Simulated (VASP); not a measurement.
Here is a VASP 6.6.1 calculation.

INCAR

```
SYSTEM = MoS2
ALGO = Normal ; DIPOL = 0.5 0.5 0.500
EDIFF = 1E-7 ; ENCUT = 520
GGA = PE ; IDIPOL = 3
ISIF = 2 ; ISMEAR = 0
IVDW = 12 ; KPAR = 4
LASPH = .TRUE. ; LCHARG = .TRUE.
LDIPOL = .TRUE. ; LREAL = .FALSE.
LVACPOTAV = .TRUE. ; LVHAR = .TRUE.
LWAVE = .FALSE. ; NBANDS = 64
NELM = 60 ; PREC = Accurate
SIGMA = 0.01
```

KPOINTS

```
k-points
0
G
  12 12 1
  0 0 0
```

File POSCAR:

```
MoS2
1.0
    3.1505197702      0.0000000000      0.0000000000
   -1.5752598851      2.7284301562      0.0000000000
    0.0000000000      0.0000000000     68.5325735331
S Mo
8 4
Direct
    0.3333333333      0.6666666667      0.3446932423
    0.3333333333      0.6666666667      0.3904278248
    0.6666666667      0.3333333333      0.4330415645
    0.6666666667      0.3333333333      0.4787283615
    0.3333333333      0.6666666667      0.5212716385
    0.3333333333      0.6666666667      0.5669584355
    0.6666666667      0.3333333333      0.6095721752
    0.6666666667      0.3333333333      0.6553067577
    0.6666666667      0.3333333333      0.3675722296
    0.3333333333      0.6666666667      0.4558852597
    0.6666666667      0.3333333333      0.5441147403
    0.3333333333      0.6666666667      0.6324277704
```

Potentials or basis: VASP PAW PBE potentials, release 64 (S, Mo_sv).

Run with:

```sh
$ cat potpaw_PBE.64/S/POTCAR potpaw_PBE.64/Mo_sv/POTCAR > POTCAR
$ mpirun -np 4 vasp_std > vasp.out
```

Problem. Predict the largest force.

Solution. 0.013 eV/Å.

Problem. Predict the ionisation potential of the upper face.

Solution. 5.24 eV.

Problem. Estimate the band gap on the k mesh.

Solution. 0.94 eV (least direct gap 1.72 eV).

Problem. What does it give for the dispersion energy per atom?

Solution. -0.406 eV.

Forces in eV/Å, atoms in the order of the input:
```
S    0.000  0.000  0.012
S    0.000  0.000 -0.013
S    0.000  0.000  0.013
S    0.000  0.000 -0.013
S    0.000  0.000  0.013
S    0.000  0.000 -0.013
S    0.000  0.000  0.013
S    0.000  0.000 -0.012
Mo   0.000  0.000 -0.001
Mo   0.000  0.000  0.000
Mo   0.000  0.000  0.000
Mo   0.000  0.000  0.001
```
